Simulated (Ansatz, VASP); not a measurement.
# Two plane-wave programs on TaN

```xyz
4
Lattice="3.1514 0.0000 0.0000 -1.5757 2.7292 0.0000 0.0000 0.0000 6.1029" Properties=species:S:1:pos:R:3 pbc="T T T"
Ta    0.0000    1.8195    0.1869
Ta    1.5757    0.9097    3.2383
N     0.0000    1.8195    2.1627
N     1.5757    0.9097    5.2142
```

Alike in both runs: functional PBE; k mesh 6 × 6 × 4; occupations gaussian, width 0.1 eV; no spin polarisation.

Ansatz relaxed the structure, and its values are those at the end. VASP's run is a single point on that final structure, the one shown.

|  | VASP | Ansatz |
| --- | --- | --- |
| version | VASP 6.6.1 | Ansatz 0.2.0 |
| potentials or method | VASP PAW PBE potentials, release 64 (Ta_sv_GW, N), cutoff 700 eV | scalar-relativistic, plane waves, PAW |
| valence electrons in the cell | 36 | 36 |

VASP gave:

```
gap on the k mesh at the Fermi level (eV) : none
pressure (GPa)                            : 0.0
rms of the force components (eV/Å)        : 0.011
```

Q: What did Ansatz give for the same quantities?

A: gap on the k mesh at the Fermi level (eV): none; pressure (GPa): 0.0; rms of the force components (eV/Å): 0.006.

A gap of «none» marks a metal or a gap that the smearing closes. The functional is the same, so the differences come from potentials, cutoffs and numerics.

The k mesh is coarse, so the values compare programs but aren't converged. Neither program's run includes spin-orbit coupling.
